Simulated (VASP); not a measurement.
Wanted: the native input for a VASP 6.6.1 run.

```
Task                   : single point
Functional             : PBE
Potentials or basis    : VASP PAW PBE potentials, release 64 (V_sv, O)
Cutoff                 : 600 eV
k mesh                 : 10 × 10 × 16
Occupations            : fermi-dirac, width 0.05 eV
Spin                   : collinear spin, ferromagnetic start
Starting moments       : [1.0, 1.0, 0.0, 0.0, 0.0, 0.0] μB
Dipole correction      : no
Further INCAR settings : ALGO = Normal; EDIFF = 1e-06; NBANDS = 38
```

The structure of VO2 lies in POSCAR:

```
VO2
1.0
    4.5546000000      0.0000000000      0.0000000000
    0.0000000000      4.5546000000      0.0000000000
    0.0000000000      0.0000000000      2.9383840000
V O
2 4
Direct
    0.0000000000      0.0000000000      0.0000000000
    0.5000000000      0.5000000000      0.5000000000
    0.3015669844      0.3015669844      0.0000000000
    0.1984330156      0.8015669844      0.5000000000
    0.6984330156      0.6984330156      0.0000000000
    0.8015669844      0.1984330156      0.5000000000
```

This cell differs from its parent crystal: z stretched by +3 %, then relaxed in part.

The input as run:

INCAR

```
SYSTEM = VO2
PREC = Accurate ; ENCUT = 600
EDIFF = 1E-6 ; ISMEAR = -1
SIGMA = 0.05 ; LREAL = .False.
LASPH = .True. ; NELM = 200
ALGO = Normal ; ISIF = 2
LWAVE = .False. ; LCHARG = .False.
ISPIN = 2 ; MAGMOM = 1 1 0 0 0 0
LORBIT = 11 ; LMAXMIX = 4
GGA = PE ; NBANDS = 38
GGA_COMPAT = .False. ; KPAR = 4
```

KPOINTS

```
Automatic mesh
0
Gamma
  10 10 16
  0 0 0
```

Potentials or basis: VASP PAW PBE potentials, release 64 (V_sv, O).

The run is started by

```console
$ cat potpaw_PBE.64/V_sv/POTCAR potpaw_PBE.64/O/POTCAR > POTCAR
$ mpirun -np 4 vasp_std > vasp.out
```

Results of the run:

```yaml
Pressure: -4.9 GPa
Largest_force: 0.019 eV/Å
Band_gap_on_the_k_mesh: zero (filled and empty bands overlap)
Net_moment: 2.00 μB per cell
Site_moments: V +1.07; O -0.06 μB
Valence_electrons_inside_the_program's_atomic_spheres: V 11.45; O 5.03
```

Caveat: the cell differs from its parent crystal (z stretched by +3 %, then relaxed in part); the cell stands under tension; semilocal functionals often make such compounds metallic where correlation or magnetic order opens a gap, which also shifts bond lengths.

It took 100 s on 4 MPI ranks on Intel(R) Xeon(R) 6975P-C (Granite Rapids), with other jobs on the host, peak memory 0.74 GiB a rank.
